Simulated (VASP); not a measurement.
Input of a VASP 6.6.1 run:

The input INCAR:

```
ALGO     = Normal         # electronic algorithm
EDIFF    = 1E-6           # SCF threshold, eV
ENCUT    = 600            # plane-wave cutoff, eV
GGA      = PS             # functional
GGA_COMPAT= F            
ISIF     = 2              # what is computed and relaxed
ISMEAR   = 0              # smearing method
LASPH    = T              # aspherical terms in the spheres
LCHARG   = T              # write CHGCAR
LELF     = T              # ELF
LREAL    = F              # projectors in reciprocal space
LVHAR    = T            
LWAVE    = F              # write WAVECAR
NBANDS   = 11             # bands
NELM     = 120            # most SCF steps
PREC     = Accurate       # precision mode
SIGMA    = 0.05           # smearing width, eV
```

KPOINTS

```
k-points
0
Gamma
  16 16 16
```

File POSCAR:

```
SiC
1.0
    0.0000000000      1.8907001279      1.8907001279
    1.8907001279      0.0000000000      1.8907001279
    1.8907001279      1.8907001279      0.0000000000
Si C
1 1
Direct
    0.0000000000      0.0000000000      0.0000000000
    0.5000000000      0.5000000000      0.5000000000
```

Potentials or basis: VASP PAW PBE potentials, release 64 (Si, C).

Run with:

```bash
$ cat potpaw_PBE.64/Si/POTCAR potpaw_PBE.64/C/POTCAR > POTCAR
$ mpirun -np 1 vasp_std > vasp.out
```

Question: Predict the band gap on the k mesh.

Answer: 0.55 eV, indirect (least direct gap 5.76 eV).

Question: Predict the pressure.

Answer: 77.5 GPa.

Caveat: the PAW data sets were made with another functional, which shifts forces and pressure a little. A k mesh can miss the band edges.
